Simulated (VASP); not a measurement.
Set up this calculation in VASP 6.6.1, as the native input.

* Task: single point
* Functional: PBE
* Potentials or basis: VASP PAW PBE potentials, release 64 (Eu, Sc_sv)
* Cutoff: 520 eV
* k mesh: 4 × 4 × 4
* Occupations: gaussian, width 0.1 eV
* Spin: collinear spin, ferromagnetic start
* Starting moments: [7.0, 0.0] μB
* Dipole correction: no
* Further INCAR settings: ALGO = Normal; EDIFF = 1e-06; NBANDS = 25

The structure of EuSc lies in POSCAR:

```
EuSc
1.0
    3.8457688700      0.0000000000      0.0000000000
    0.0000000000      3.8457688700      0.0000000000
    0.0000000000      0.0000000000      3.8457688700
Eu Sc
1 1
Direct
    0.0000000000      0.0000000000      0.0000000000
    0.5000000000      0.5000000000      0.5000000000
```

The cell was generated, and may not be a known phase.

One way to write it, as run:

INCAR

```
PREC = Accurate
ENCUT = 520
EDIFF = 1E-6
ISMEAR = 0
SIGMA = 0.1
LREAL = False
LASPH = True
NELM = 150
ALGO = Normal
ISIF = 2
LWAVE = False
LCHARG = False
ISPIN = 2
MAGMOM = 7 0
LORBIT = 11
LMAXMIX = 6
GGA = PE
NBANDS = 25
```

KPOINTS

```
Automatic mesh
0
Gamma
  4 4 4
```

Potentials or basis: VASP PAW PBE potentials, release 64 (Eu, Sc_sv).

The run is started by

```console
$ cat potpaw_PBE.64/Eu/POTCAR potpaw_PBE.64/Sc_sv/POTCAR > POTCAR
$ mpirun -np 1 vasp_std > vasp.out
```

Results of the run:

| Item | Value |
| --- | --- |
| Pressure | 3.0 GPa |
| Net moment | 7.17 μB per cell |
| Site moments | Eu +6.54; Sc +0.08 μB |
| Valence electrons inside the program's atomic spheres | Eu 14.78; Sc 9.36 |

Caveat: the k points lie up to 0.41 Å⁻¹ apart.

It took 69 s on 1 thread of Intel(R) Xeon(R) Platinum 8259CL CPU @ 2.50GHz (Skylake/Cascade Lake), with other jobs on the host, peak memory 0.21 GiB.
